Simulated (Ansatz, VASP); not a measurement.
MgO: VASP beside Ansatz

File INCAR:

```
SYSTEM = MgO
PREC = Accurate ; ENCUT = 520
EDIFF = 1E-6 ; ISMEAR = 0
SIGMA = 0.05 ; LREAL = .FALSE.
LASPH = .TRUE. ; NELM = 80
ALGO = Normal ; ISIF = 2
LWAVE = .FALSE. ; LCHARG = .FALSE.
GGA = PS ; NBANDS = 11
```

KPOINTS

```
Automatic mesh
0
G
  10 10 10
  0 0 0
```

POSCAR

```
MgO
1.0
    0.0000000000      2.1351500000      2.1351500000
    2.1351500000      0.0000000000      2.1351500000
    2.1351500000      2.1351500000      0.0000000000
Mg O
1 1
Direct
    0.0000000000      0.0000000000      0.0000000000
    0.4297473245      0.4297473245      0.3715481026
```

Input for Ansatz:

```yaml
crystal:
  lattice:
    - [0.0, 2.13515, 2.13515]
    - [2.13515, 0.0, 2.13515]
    - [2.13515, 2.13515, 0.0]
  atoms:
    - { symbol: Mg, position: [0.0, 0.0, 0.0] }
    - { symbol: O, position: [0.4297473245, 0.4297473245, 0.3715481026] }
basis:
  ecutwfc: 420
kpoints:
  mp_grid: { grid: [10, 10, 10] }
hamiltonian:
  xc: pbesol
scf:
  occupations: { method: gaussian, width: 0.05 }
output:
  forces: true
  stress: true
  eigenvalues: true
```

Alike in both runs: task single point; functional PBEsol; k mesh 10 × 10 × 10; occupations gaussian, width 0.05 eV; no spin polarisation.

|  | VASP | Ansatz |
| --- | --- | --- |
| version | VASP 6.6.1 | Ansatz 0.2.0 |
| potentials or method | VASP PAW PBE potentials, release 64 (Mg, O), cutoff 520 eV | scalar-relativistic, plane waves, PAW |
| valence electrons in the cell | 8 | 16 |

|  | VASP | Ansatz | Ansatz less VASP |
| --- | --- | --- | --- |
| gap on the k mesh at the Fermi level (eV) | 3.84 | 3.84 | -0.009 |
| least direct gap on the mesh (eV) | 3.84 | 3.84 | -0.009 |
| pressure (GPa) | 26.4 | 26.0 | -0.42 |
| traceless stress, the component that is largest in VASP (GPa) | -17.85 | -17.37 | +0.475 |
| rms of the force components (eV/Å) | 1.645 | 1.608 | -0.0370 |

VASP's potentials were made for PBE, not for PBEsol. Atom by atom the forces differ by 0.037 eV/Å (rms over components). VASP's potentials hold 8 valence electrons a cell and Ansatz's 16, so a difference there can come from the potentials and not from the codes.
